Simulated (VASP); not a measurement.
# Sr (Im-3m) in VASP: notebook

Sr is run at these levels: LDA; tasks: single point, relaxation of cell and atoms.

All numbers are computed with VASP 6.6.1; they aren't measurements. Logs are shortened: lines on timing, memory, paths and dates and some standing lists are left out, and cuts for length are marked.

## (1) The cell of the first run

The structure is cubic, space group Im-3m (No. 229). The conventional cell has a = 4.080 Å, b = 4.080 Å, c = 4.080 Å, α = 90.00°, β = 90.00°, γ = 90.00°. Sr (site symmetry m-3m) has 14 Sr at 3.53 to 4.08 Å within 4.6 Å.

## (2) Single point, LDA

Input file INCAR:

```
SYSTEM = Sr
  ALGO = Normal
  EDIFF = 1E-6
  ENCUT = 520
  ISIF = 2
  ISMEAR = -1
  LASPH = .True.
  LCHARG = .False.
  LREAL = .False.
  LWAVE = .False.
  NBANDS = 11
  NELM = 60
  PREC = Accurate
  SIGMA = 0.1
```

Input file KPOINTS:

```
k-points
0
Gamma
  13 13 13
  0 0 0
```

Input file POSCAR:

```
Sr
1.0
   -2.0400940832      2.0400940832      2.0400940832
    2.0400940832     -2.0400940832      2.0400940832
    2.0400940832      2.0400940832     -2.0400940832
Sr
1
Direct
    0.0000000000      0.0000000000      0.0000000000
```

Potentials or basis: VASP PAW LDA potentials, release 64 (Sr_sv).

Started as:

```
cat potpaw_LDA.64/Sr_sv/POTCAR > POTCAR
mpirun -np 1 vasp_std > vasp.out
```

OUTCAR:

```text
SYSTEM = Sr
   EDIFF = 1E-6
   ENCUT = 520
   ISIF = 2
   ISMEAR = -1
   LASPH = .True.
   LREAL = .False.
   NELM = 60
   PREC = Accurate

 ion  position               nearest neighbor table
   1  0.000  0.000  0.000-

  LATTYP: Found a body centered cubic cell.
 ALAT       =     4.0801881664

  Lattice vectors:

 A1 = (  -2.0400940832,   2.0400940832,   2.0400940832)
 A2 = (   2.0400940832,  -2.0400940832,   2.0400940832)
 A3 = (   2.0400940832,   2.0400940832,  -2.0400940832)

Analysis of symmetry for initial positions (statically):
=====================================================================
 Subroutine PRICEL returns:
 Original cell was already a primitive cell.

 Routine SETGRP: Setting up the symmetry group for a
 body centered cubic supercell.

 Subroutine GETGRP returns: Found 48 space group operations
 (whereof 48 operations were pure point group operations)
 out of a pool of 48 trial point group operations.

The static configuration has the point symmetry O_h .

Analysis of symmetry for dynamics (positions and initial velocities):
=====================================================================
 Subroutine PRICEL returns:
 Original cell was already a primitive cell.

 Routine SETGRP: Setting up the symmetry group for a
 body centered cubic supercell.

 Subroutine GETGRP returns: Found 48 space group operations
 (whereof 48 operations were pure point group operations)
 out of a pool of 48 trial point group operations.

The dynamic configuration has the point symmetry O_h .

 Subroutine INISYM returns: Found 48 space group operations
 (whereof 48 operations are pure point group operations),
 and found     1 'primitive' translations

----------------------------------------------------------------------------------------

                                     Primitive cell

  volume of cell :      33.9634

  direct lattice vectors                    reciprocal lattice vectors
    -2.040094083  2.040094083  2.040094083     0.000000000  0.245086736  0.245086736
     2.040094083 -2.040094083  2.040094083     0.245086736  0.000000000  0.245086736
     2.040094083  2.040094083 -2.040094083     0.245086736  0.245086736  0.000000000

  length of vectors
     3.533546604  3.533546604  3.533546604     0.346604986  0.346604986  0.346604986

  position of ions in fractional coordinates (direct lattice)
     0.000000000  0.000000000  0.000000000

  ion indices of the primitive-cell ions
   primitive index   ion index
                 1           1

----------------------------------------------------------------------------------------

 KPOINTS: k-points

Automatic generation of k-mesh.
 Grid dimensions read from file:
 generate k-points for:   13   13   13

 Generating k-lattice:

  Cartesian coordinates                     Fractional coordinates (reciprocal lattice)
     0.000000000  0.018852826  0.018852826     0.076923077  0.000000000  0.000000000
     0.018852826  0.000000000  0.018852826     0.000000000  0.076923077  0.000000000
     0.018852826  0.018852826  0.000000000     0.000000000  0.000000000  0.076923077

  Length of vectors
     0.026661922  0.026661922  0.026661922

  Shift w.r.t. Gamma in fractional coordinates (k-lattice)
     0.000000000  0.000000000  0.000000000

 Subroutine IBZKPT returns following result:
 ===========================================

 Found     84 irreducible k-points:

 Following reciprocal coordinates:
            Coordinates               Weight
  0.000000  0.000000  0.000000      1.000000
  0.076923  0.000000  0.000000     12.000000
  0.153846  0.000000  0.000000     12.000000
  0.230769  0.000000  0.000000     12.000000
  0.307692  0.000000  0.000000     12.000000
  0.384615  0.000000  0.000000     12.000000
[... 16 lines left out ...]
  0.153846  0.076923  0.076923     24.000000
  0.230769  0.076923  0.076923     24.000000
 [... further k-points ...]
   k-points           NKPTS =     84   k-points in BZ     NKDIM =     84   number of bands    NBANDS=     11
   number of dos      NEDOS =    301   number of ions     NIONS =      1
   total plane-waves  NPLWV =  21952
   dimension x,y,z NGX =    28 NGY =   28 NGZ =   28
   dimension x,y,z NGXF=    56 NGYF=   56 NGZF=   56
   ions per type =               1
   NGX,Y,Z   is equivalent  to a cutoff of  13.17, 13.17, 13.17 a.u.
   NGXF,Y,Z  is equivalent  to a cutoff of  26.35, 26.35, 26.35 a.u.
 SYSTEM =  Sr
   PREC   = accura    normal or accurate (medium, high low for compatibility)
   ISTART =      0    job   : 0-new  1-cont  2-samecut
   ICHARG =      2    charge: 1-file 2-atom 10-const
   ISPIN  =      1    spin polarized calculation?
   LNONCOLLINEAR =      F non collinear calculations
   LSORBIT =      F    spin-orbit coupling
   LASPH  =      T    aspherical Exc in radial PAW
   ENCUT  =  520.0 eV  38.22 Ry    6.18 a.u.   6.57  6.57  6.57*2*pi/ulx,y,z
   NELM   =     60;   NELMIN=  2; NELMDL= -5     # of ELM steps
   EDIFF  = 0.1E-05   stopping-criterion for ELM
   LREAL  =      F    real-space projection
   EDIFFG = 0.1E-04   stopping-criterion for IOM
   NSW    =      0    number of steps for IOM
   IBRION =     -1    ionic relax: 0-MD 1-quasi-New 2-CG
   NFREE  =      0    steps in history (QN), initial steepest desc. (CG)
   ISIF   =      2    stress and relaxation
   ISYM   =      2    0-nonsym 1-usesym 2-fastsym
   POTIM  = 0.5000    time-step for ionic-motion
   TEBEG  =    0.0;   TEEND  =   0.0 temperature during run
   PSTRESS=    0.0 pullay stress
   NELECT =      10.0000    total number of electrons
   NUPDOWN=      -1.0000    fix difference up-down
   EMIN   =  10.00;   EMAX   =-10.00  energy-range for DOS
   EFERMI =   0.00;   METHOD = LEGACY
   ISMEAR =    -1;   SIGMA  =   0.10  broadening in eV -4-tet -1-fermi 0-gaus
   EFERMI_NEDOS =   21; number of points for ismear=-14 and -15
   IALGO  =     38    algorithm
   IMIX   =      4    mixing-type and parameters
     AMIX     =   0.40;   BMIX     =  1.00
     AMIX_MAG =   1.60;   BMIX_MAG =  1.00
  volume/ion in A,a.u.               =      33.96       229.20
  Fermi-wavevector in a.u.,A,eV,Ry     =   1.089109  2.058117 16.138662  1.186158
  Thomas-Fermi vector in A             =   2.225305
   LORBIT       =      0    0 simple, 1 ext, 2 COOP (PROOUT), +10 PAW based schemes
   GGA     = CA    functional components
   LHFCALC =     F    Hartree Fock is set to
   AEXX    =    0.0000 exact exchange contribution
   IVDW    =     0    specifies the selected vdW correction
   LEPSILON=     F    determine dielectric tensor
   LRPA    =     F    only Hartree local field effects (RPA)
 non-spin polarized calculation
  energy-cutoff  :      520.00
  volume of cell :       33.96
 maximum number of plane-waves:       947
   NGX = 13   NGY = 13   NGZ = 13

 number of electron      10.0000000 magnetization

 Free energy of the ion-electron system (eV)
  ---------------------------------------------------
  ext. energy  EPLUGINS =         0.00000000
  ---------------------------------------------------
  free energy    TOTEN  =        -1.63649128 eV

  energy without entropy =       -1.60845671  energy(sigma->0) =       -1.62247400

 E-fermi :   3.2285     XC(G=0):  -9.2312

 val. band max:        3.1953236622   @ k =   0.3077   0.2308   0.0769
 cond. band min:       3.3074568682   @ k =  -0.3846   0.4615   0.2308
 fundamental gap:      0.1121332060
 Fermi energy:         3.2284604229

 k-point     1 :       0.0000    0.0000    0.0000
  band No.  band energies     occupation
      1     -32.3202      2.00000
      2     -14.0068      2.00000
      3     -14.0068      2.00000
      4     -14.0068      2.00000
      5      -0.8246      2.00000
      6       6.1945      0.00000
      7       6.1945      0.00000
      8       6.1945      0.00000
      9       8.2746      0.00000
     10       8.2746      0.00000
     11      13.4867      0.00000

 k-point     2 :       0.0769    0.0000    0.0000
  band No.  band energies     occupation
      1     -32.3130      2.00000
      2     -14.0679      2.00000
      3     -14.0242      2.00000
      4     -14.0075      2.00000
      5      -0.6529      2.00000
      6       6.0436      0.00000
      7       6.1078      0.00000
      8       6.3667      0.00000
      9       8.0238      0.00000
     10       8.2573      0.00000
     11      13.6903      0.00000

 k-point     3 :       0.1538    0.0000    0.0000
  band No.  band energies     occupation
      1     -32.2928      2.00000
      2     -14.2325      2.00000
      3     -14.0718      2.00000
      4     -14.0095      2.00000
      5      -0.1715      2.00000
      6       5.6725      0.00000
      7       5.7375      0.00000
      8       6.8752      0.00000
      9       7.7664      0.00000
     10       8.2438      0.00000
     11      14.1396      0.00000

 k-point     4 :       0.2308    0.0000    0.0000
  band No.  band energies     occupation
      1     -32.2641      2.00000
      2     -14.4544      2.00000
      3     -14.1379      2.00000
      4     -14.0123      2.00000
      5       0.5180      2.00000
      6       5.1585      0.00000
      7       5.2322      0.00000
      8       7.6951      0.00000
      9       7.8699      0.00000
     10       8.3081      0.00000
     11      14.1688      0.00000

 k-point     5 :       0.3077    0.0000    0.0000
  band No.  band energies     occupation
      1     -32.2334      2.00000
      2     -14.6785      2.00000
      3     -14.2067      2.00000
      4     -14.0153      2.00000
      5       1.2323      2.00000
      6       4.7347      0.00000
      7       4.8357      0.00000
      8       8.1391      0.00000
      9       8.5010      0.00000
     10       8.7807      0.00000
     11      13.3248      0.00000
[... 211 lines left out ...]
 k-point    21 :       0.3077    0.3077    0.0000
  band No.  band energies     occupation
      1     -32.1764      2.00000
      2     -14.7394      2.00000
      3     -14.5911      2.00000
      4     -14.1254      2.00000
      5       3.3235      0.55749
      6       3.9165      0.00205
      7       4.2057      0.00011
      8       8.5194      0.00000
      9       8.8732      0.00000
     10      10.8145      0.00000
     11      12.6337      0.00000

 k-point    22 :       0.0769    0.0769    0.0769
  band No.  band energies     occupation
      1     -32.2809      2.00000
      2     -14.3402      2.00000
      3     -14.0486      2.00000
      4     -14.0486      2.00000
      5       0.1287      2.00000
      6       5.3922      0.00000
      7       5.3922      0.00000
      8       7.3848      0.00000
      9       8.0649      0.00000
     10       8.0649      0.00000
     11      14.1229      0.00000

 k-point    23 :       0.1538    0.0769    0.0769
  band No.  band energies     occupation
      1     -32.2549      2.00000
      2     -14.5239      2.00000
      3     -14.1209      2.00000
      4     -14.0558      2.00000
      5       0.8005      2.00000
      6       4.8943      0.00000
      7       4.9605      0.00000
      8       8.0501      0.00000
      9       8.2793      0.00000
     10       8.3742      0.00000
     11      14.5191      0.00000

 k-point    24 :       0.2308    0.0769    0.0769
  band No.  band energies     occupation
      1     -32.2271      2.00000
      2     -14.6975      2.00000
      3     -14.2110      2.00000
      4     -14.0635      2.00000
      5       1.5336      2.00000
      6       4.5187      0.00000
      7       4.6139      0.00000
      8       8.2624      0.00000
      9       8.6529      0.00000
     10       9.3275      0.00000
     11      13.7385      0.00000

 [... further k-points ...]

------------------------ aborting loop because EDIFF is reached ----------------------------------------

  FORCE on cell =-STRESS in cart. coord.  units (eV):
  Direction    XX          YY          ZZ          XY          YZ          ZX
  --------------------------------------------------------------------------------------
  -------------------------------------------------------------------------------------
  Total        1.7269991      1.7269991      1.7269991      0.0000000      0.0000000     -0.0000000
  in kB       81.4689475     81.4689475     81.4689475      0.0000000      0.0000000     -0.0000000
  external PRESSURE =      81.4689475 kB  Pullay stress =       0.0000000 kB

 VOLUME and BASIS-vectors are now :
 -----------------------------------------------------------------------------
  energy-cutoff  :      520.00
  volume of cell :       33.96
      direct lattice vectors                 reciprocal lattice vectors
    -2.040094083  2.040094083  2.040094083     0.000000000  0.245086736  0.245086736
     2.040094083 -2.040094083  2.040094083     0.245086736  0.000000000  0.245086736
     2.040094083  2.040094083 -2.040094083     0.245086736  0.245086736  0.000000000

 POSITION                                       TOTAL-FORCE (eV/Angst)
 -----------------------------------------------------------------------------------
      0.00000      0.00000      0.00000        -0.000000     -0.000000     -0.000000
 -----------------------------------------------------------------------------------
    total drift:                               -0.000000     -0.000000     -0.000000

  FREE ENERGIE OF THE ION-ELECTRON SYSTEM (eV)
  ---------------------------------------------------
  free  energy   TOTEN  =        -1.6364912822 eV

  energy  without entropy=       -1.6084567096  energy(sigma->0) =       -1.62247400
```

Run time: 9.8 s. Hardware: 1 thread of Intel Xeon 6975P-C (Granite Rapids), shared host; peak memory 0.15 GiB.

Results:

- Free energy: -1.6365 eV
- Pressure: 8.1 GPa
- Band gap on the k mesh: zero (band 5 reaches 3.99 eV, above the bottom of band 6 at 2.41 eV)

## (3) Single point, LDA

Input file INCAR:

```
  PREC = Accurate
  ENCUT = 520
  EDIFF = 1E-7
  ISMEAR = -1
  SIGMA = 0.1
  LREAL = False
  LASPH = True
  NELM = 80
  ALGO = Normal
  ISIF = 2
  LWAVE = False
  LCHARG = False
  GGA = CA
  NBANDS = 11
```

Input file KPOINTS:

```
regular mesh
0
Gamma
  13 13 13
```

POSCAR is that of step 2.

Potentials or basis: VASP PAW LDA potentials, release 64 (Sr_sv).

Started as:

```
cat potpaw_LDA.64/Sr_sv/POTCAR > POTCAR
mpirun -np 1 vasp_std > vasp.out
```

It took 11 s on 1 thread of Intel Xeon 6975P-C (Granite Rapids), shared host; peak memory 0.16 GiB.

It converged, with:

```yaml
Free_energy: -1.6365 eV
Pressure: 8.2 GPa
Band_gap_on_the_k_mesh: zero (band 5 reaches 3.99 eV, above the bottom of band 6 at 2.41 eV)
```

Levels at points of the mesh, in eV from the Fermi level:
| k point | band 2 | band 3 | band 4 | band 5 | band 6 | band 7 | band 8 | band 9 |
| --- | --- | --- | --- | --- | --- | --- | --- | --- |
| (0.00, 0.00, 0.00) | -17.24 | -17.24 | -17.24 | -4.05 | 2.97 | 2.97 | 2.97 | 5.05 |

## (4) Relaxation of cell and atoms, LDA, target pressure 8.1 GPa, at which the enthalpy is minimised

Input file INCAR:

```
SYSTEM = Sr
  PREC = Accurate
  ENCUT = 600
  EDIFF = 1E-7
  ISMEAR = -1
  SIGMA = 0.1
  LREAL = .False.
  LASPH = .True.
  NELM = 100
  ALGO = Normal
  ISIF = 3
  LWAVE = .False.
  LCHARG = .False.
  GGA = CA
  IBRION = 2
  NSW = 32
  EDIFFG = -0.005
  PSTRESS = 81.0
```

Input file KPOINTS:

```
Automatic mesh
0
Gamma
  13 13 13
  0 0 0
```

POSCAR is that of step 3.

Started as:

```
cat potpaw_LDA.64/Sr_sv/POTCAR > POTCAR
mpirun -np 1 vasp_std > vasp.out
```

Wall time 14 s (1 thread of Intel Xeon 6975P-C (Granite Rapids), shared host); peak memory 0.17 GiB.

Results (log left out):

- Free energy: -1.6395 eV
- Relaxed volume: 34.02 Å³/atom
- Relaxed cell: a = 3.536 Å, b = 3.536 Å, c = 3.536 Å, α = 109.47°, β = 109.47°, γ = 109.47°
- Space group after relaxing (to 0.05 Å): Im-3m (No. 229)
- Energy change on relaxing (the enthalpy is what falls): -3.0 meV/atom
- Ionic steps: 2
- Pressure after relaxing: 8.1 GPa
- Band gap on the k mesh: zero (band 5 reaches 3.98 eV, above the bottom of band 6 at 2.40 eV)

Step by step:
| step | energy change (eV) | largest force (eV/Å) | pressure (GPa) | volume (Å³) |
| --- | --- | --- | --- | --- |
| 1 | 0.0000 | 0.0000 | 8.16 | 33.96 |
| 2 | -0.0030 | 0.0000 | 8.09 | 34.02 |

Final structure:
```
Sr
1.0
    -2.04128    2.04128    2.04128
     2.04128   -2.04128    2.04128
     2.04128    2.04128   -2.04128
Sr
1
Direct
  0.00000 0.00000 0.00000
```

Levels at points of the mesh, in eV from the Fermi level:
| k point | band 1 | band 2 | band 3 | band 4 | band 5 | band 6 | band 7 | band 8 | band 9 |
| --- | --- | --- | --- | --- | --- | --- | --- | --- | --- |
| (0.00, 0.00, 0.00) | -35.55 | -17.24 | -17.24 | -17.24 | -4.05 | 2.96 | 2.96 | 2.96 | 5.04 |

Caveat: the cell is relaxed towards a set pressure, so the enthalpy falls and the energy may rise.
